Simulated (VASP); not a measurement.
## Sn4Te: single point with PBE

Crystal: Sn4Te.

```
CELL_PARAMETERS angstrom
5.07798 0.00000 0.00000
0.00000 5.07798 0.00000
0.00000 0.00000 5.07798
ATOMIC_POSITIONS crystal
Sn 0.00000 0.50000 0.50000
Sn 0.50000 0.50000 0.00000
Sn 0.50000 0.00000 0.50000
Sn 0.00000 0.00000 0.00000
Te 0.50000 0.50000 0.50000
```

The cell was built from a structure type or drawn by symmetry, and may not be a known phase.

| Property | Result |
| --- | --- |
| Program | VASP 6.6.1 |
| Task | single point |
| Functional | PBE |
| Potentials or basis | VASP PAW PBE potentials, release 64 (Sn_d, Te) |
| Cutoff | 520 eV |
| k mesh | 4 × 4 × 4 |
| Occupations | gaussian, width 0.1 eV |
| Spin | no spin polarisation |

```json
{
  "Pressure": "23.1 GPa",
  "Band gap on the k mesh": "zero (bands 31 and 32 overlap by 1.29 eV)"
}
```

Levels at points of the mesh, in eV from the Fermi level:
```tsv
k point	band 29	band 30	band 31	band 32	band 33	band 34
(0.00, 0.00, 0.00)	-1.14	-1.14	-1.14	0.92	0.92	0.92
(0.50, 0.00, 0.00)	-2.07	-0.56	0.23	0.76	0.77	0.77
(0.50, 0.50, 0.00)	-1.72	-1.03	-1.03	0.04	0.52	0.52
(0.50, 0.50, 0.50)	0.95	0.95	0.95	1.07	1.07	3.32
```

Run time: 37 s on 1 thread of Intel(R) Xeon(R) Platinum 8488C (Sapphire Rapids), on a shared host, peak memory 0.25 GiB.

Caveat: the cell stands under pressure; spin-orbit coupling is left out, which moves the levels of the heavy elements.
